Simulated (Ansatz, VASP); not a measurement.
Two plane-wave programs on Ti

The input POSCAR:

```
Ti
1.0
    2.9002683792      0.0000000000      0.0000000000
   -1.4501341896      2.5117060942      0.0000000000
    0.0000000000      0.0000000000      4.5903350168
Ti
2
Direct
    0.3333333333      0.6666666667      0.2500000000
    0.6666666667      0.3333333333      0.7500000000
```

INCAR.step1

```
SYSTEM = Ti
ALGO     = Normal         ! electronic algorithm
EDIFF    = 1E-4           ! SCF threshold, eV
ENCUT    = 520            ! plane-wave cutoff, eV
GGA      = PE             ! functional
ISMEAR   = 0              ! smearing method
LASPH    = .TRUE.         ! aspherical terms in the spheres
LCHARG   = .FALSE.        ! write CHGCAR
LREAL    = .FALSE.        ! projectors in reciprocal space
LWAVE    = .TRUE.         ! write WAVECAR
NBANDS   = 19             ! bands
NELM     = 60             ! most SCF steps
PREC     = Accurate       ! precision mode
SIGMA    = 0.1            ! smearing width, eV
```

The input INCAR.step2:

```
SYSTEM = Ti
ALGO     = Normal         ! electronic algorithm
EDIFF    = 1E-6           ! SCF threshold, eV
ENCUT    = 520            ! plane-wave cutoff, eV
ISIF     = 2              ! what is computed and relaxed
ISMEAR   = 0              ! smearing method
ISTART   = 1            
LASPH    = .TRUE.         ! aspherical terms in the spheres
LCHARG   = .TRUE.         ! write CHGCAR
LELF     = .TRUE.         ! ELF
LMIXTAU  = .TRUE.       
LREAL    = .FALSE.        ! projectors in reciprocal space
LVHAR    = .TRUE.       
LWAVE    = .FALSE.        ! write WAVECAR
METAGGA  = R2SCAN         ! meta-GGA
NBANDS   = 19             ! bands
NELM     = 60             ! most SCF steps
PREC     = Accurate       ! precision mode
SIGMA    = 0.1            ! smearing width, eV
```

KPOINTS

```
k-points
0
G
  18 18 10
  0 0 0
```

Input for Ansatz:

```yaml
crystal:
  lattice:
    - [2.9002683792, 0.0, 0.0]
    - [-1.4501341896, 2.5117060942, 0.0]
    - [0.0, 0.0, 4.5903350168]
  atoms:
    - { symbol: Ti, position: [0.3333333333, 0.6666666667, 0.25] }
    - { symbol: Ti, position: [0.6666666667, 0.3333333333, 0.75] }
basis:
  ecutwfc: 500
kpoints:
  mp_grid: { grid: [18, 18, 10] }
hamiltonian:
  xc: r2scan
  pseudopotentials: { kind: paw, azcp: { folder: soft_1 } }
scf:
  occupations: { method: gaussian, width: 0.1 }
output:
  forces: true
  stress: true
  eigenvalues: true
```

Alike in both runs: task single point; functional r2SCAN; k mesh 18 × 18 × 10; occupations gaussian, width 0.1 eV; no spin polarisation.

|  | VASP | Ansatz |
| --- | --- | --- |
| version | VASP 6.6.1 | Ansatz 0.2.0 |
| potentials or method | VASP PAW PBE potentials, release 64 (Ti_sv), cutoff 520 eV | scalar-relativistic, plane waves, PAW |
| valence electrons in the cell | 24 | 24 |

|  | VASP | Ansatz | Ansatz less VASP |
| --- | --- | --- | --- |
| gap on the k mesh at the Fermi level (eV) | none | none | - |
| pressure (GPa) | 4.7 | 4.3 | -0.34 |
| traceless stress, the component that is largest in VASP (GPa) | -0.23 | -0.23 | -0.006 |

VASP's potentials were made for PBE, not for r2SCAN. A gap of «none» marks a metal or a gap that the smearing closes.
